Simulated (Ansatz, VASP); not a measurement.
# Ta3N in VASP and in Ansatz

```
CELL_PARAMETERS angstrom
2.76046 0.00000 0.00000
-1.38023 2.39063 0.00000
0.00000 0.00000 7.74792
ATOMIC_POSITIONS crystal
Ta 0.00000 0.00000 0.50000
Ta 0.33333 0.66667 0.17259
Ta 0.66667 0.33333 0.82741
N 0.00000 0.00000 0.00000
```

Change from the starting cell: strain -0.080 along x and y, +0.040 along z, atoms carried along.

Alike in both runs: task single point; functional PBEsol; k mesh 18 × 18 × 8; occupations gaussian, width 0.15 eV; no spin polarisation.

|  | VASP | Ansatz |
| --- | --- | --- |
| version | VASP 6.6.1 | Ansatz 0.2.0 |
| potentials or method | VASP PAW PBE potentials, release 64 (Ta_pv, N), cutoff 520 eV | scalar-relativistic, plane waves, PAW |
| valence electrons in the cell | 38 | 44 |

```tsv
	VASP	Ansatz	Ansatz less VASP
gap on the k mesh at the Fermi level (eV)	none	none	-
pressure (GPa)	45.6	44.6	-1.02
traceless stress, the component that is largest in VASP (GPa)	-19.52	-19.53	-0.008
rms of the force components (eV/Å)	0.906	0.869	-0.0377
```

VASP's potentials were made for PBE, not for PBEsol. Atom by atom the forces differ by 0.038 eV/Å (rms over components). A gap of «none» marks a metal or a gap that the smearing closes. Both programs put the cell under a high pressure, so it lies far from rest at this level. With one functional, cell and mesh, what is left measures potentials, basis and numerics. VASP's potentials hold 38 valence electrons a cell and Ansatz's 44, so a difference there can come from the potentials and not from the codes.

Spin-orbit coupling is off throughout.
